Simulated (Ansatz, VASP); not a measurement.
This is a calculation of TaF3 for VASP 6.6.1.

The input POSCAR:

```
TaF3
1.0
    3.9012000000      0.0000000000      0.0000000000
    0.0000000000      3.9012000000      0.0000000000
    0.0000000000      0.0000000000      3.9012000000
Ta F
1 3
Direct
    0.0000000000      0.0000000000      0.0000000000
    0.0000000000      0.0000000000      0.5000000000
    0.0000000000      0.5000000000      0.0000000000
    0.5000000000      0.0000000000      0.0000000000
```

INCAR.step1

```
  ALGO = Normal
  EDIFF = 1E-5
  ENCUT = 520
  GGA = PE
  ISIF = 2
  ISMEAR = -1
  LASPH = T
  LCHARG = F
  LREAL = F
  LWAVE = T
  NBANDS = 24
  NELM = 100
  PREC = Accurate
  SIGMA = 0.05
```

The input INCAR.step2:

```
  AEXX = 0.25
  ALGO = Normal
  EDIFF = 1E-6
  ENCUT = 520
  ISIF = 2
  ISMEAR = -1
  ISTART = 1
  LASPH = T
  LCHARG = F
  LHFCALC = T
  LMIXTAU = T
  LREAL = F
  LWAVE = F
  METAGGA = R2SCAN
  NBANDS = 24
  NELM = 100
  PREC = Accurate
  PRECFOCK = Normal
  SIGMA = 0.05
```

The input KPOINTS:

```
k-points
0
Gamma
  4 4 4
```

Potentials or basis: VASP PAW PBE potentials, release 64 (Ta_pv, F).

Command:

```console
$ cat potpaw_PBE.64/Ta_pv/POTCAR potpaw_PBE.64/F/POTCAR > POTCAR
$ cp INCAR.step1 INCAR
$ mpirun -np 1 vasp_std > vasp.out
$ cp INCAR.step2 INCAR
$ mpirun -np 1 vasp_std > vasp.out
```

Set up the same calculation for Ansatz 0.2.0. Potentials there: Ansatz PAW.

As run (the cutoff follows the program's own potentials):

File input:

```
crystal:
  lattice:
    - [3.9012, 0.0, 0.0]
    - [0.0, 3.9012, 0.0]
    - [0.0, 0.0, 3.9012]
  atoms:
    - { symbol: Ta, position: [0.0, 0.0, 0.0] }
    - { symbol: F, position: [0.0, 0.0, 0.5] }
    - { symbol: F, position: [0.0, 0.5, 0.0] }
    - { symbol: F, position: [0.5, 0.0, 0.0] }
hamiltonian:
  xc: r2scan0
  pseudopotentials: { kind: paw }
kpoints:
  mp_grid: { grid: [4, 4, 4] }
scf:
  occupations: { method: fermi_dirac, width: 0.05 }
output:
  forces: true
  stress: true
  eigenvalues: true
```

Both were run:

|  | VASP | Ansatz | Ansatz less VASP |
| --- | --- | --- | --- |
| gap on the k mesh at the Fermi level (eV) | none | none | - |
| pressure (GPa) | 20.8 | 20.3 | -0.49 |

VASP's potentials were made for PBE, not for r2SCAN0. A gap of «none» marks a metal or a gap that the smearing closes. The functional is the same, so the differences come from potentials, cutoffs and numerics. VASP's potentials hold 32 valence electrons a cell and Ansatz's 34, so a difference there can come from the potentials and not from the codes.

The k mesh is coarse, so the values compare programs but aren't converged. Spin-orbit coupling is off throughout.
